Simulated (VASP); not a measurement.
Wanted: the native input for a VASP 6.6.1 run.

| Item | Value |
| --- | --- |
| Task | relaxation of volume and atoms at fixed shape |
| Functional | PBEsol |
| Potentials or basis | VASP PAW PBE potentials, release 64 (Al) |
| Cutoff | 600 eV |
| k mesh | 7 × 7 × 7 |
| Occupations | methfessel-paxton, width 0.05 eV |
| Spin | no spin polarisation |
| Dipole correction | no |
| Further INCAR settings | ALGO = Normal; EDIFF = 1e-06; IBRION = 2; EDIFFG = -0.02; NSW = 80; ISIF = 8 |

The structure of Al lies in POSCAR:

```
Al
1.0
    0.0000000000      2.0248050000      2.0248050000
    2.0248050000      0.0000000000      2.0248050000
    2.0248050000      2.0248050000      0.0000000000
Al
1
Direct
    0.0000000000      0.0000000000      0.0000000000
```

One way to write it, as run:

INCAR

```
SYSTEM = Al
PREC = Accurate
ENCUT = 600
EDIFF = 1E-6
ISMEAR = 1
SIGMA = 0.05
LREAL = .False.
LASPH = .True.
NELM = 100
ALGO = Normal
ISIF = 8
LWAVE = .False.
LCHARG = .False.
GGA = PS
IBRION = 2
NSW = 80
EDIFFG = -0.02
```

KPOINTS

```
regular mesh
0
Gamma
  7 7 7
  0 0 0
```

Potentials or basis: VASP PAW PBE potentials, release 64 (Al).

Command:

```console
$ cat potpaw_PBE.64/Al/POTCAR > POTCAR
$ mpirun -np 1 vasp_std > vasp.out
```

It gave:

```yaml
Relaxed_volume: 16.07 Å³/atom
Relaxed_cell: a = 2.833 Å, b = 2.833 Å, c = 2.833 Å, α = 60.00°, β = 60.00°, γ = 60.00°
Space_group_after_relaxing_to_0.05_Å: Fm-3m (No. 225)
Energy_gained_by_relaxing: 4.7 meV/atom
Ionic_steps: 3
Pressure_after_relaxing: 0.0 GPa
```

Caveat: the k points lie up to 0.39 Å⁻¹ apart in the final cell; the PAW data sets were made with another functional, which shifts forces and pressure a little.

Wall time 3.1 s on 1 thread of Intel(R) Xeon(R) Platinum 8559C (Emerald Rapids), on a shared host, peak memory 0.13 GiB.
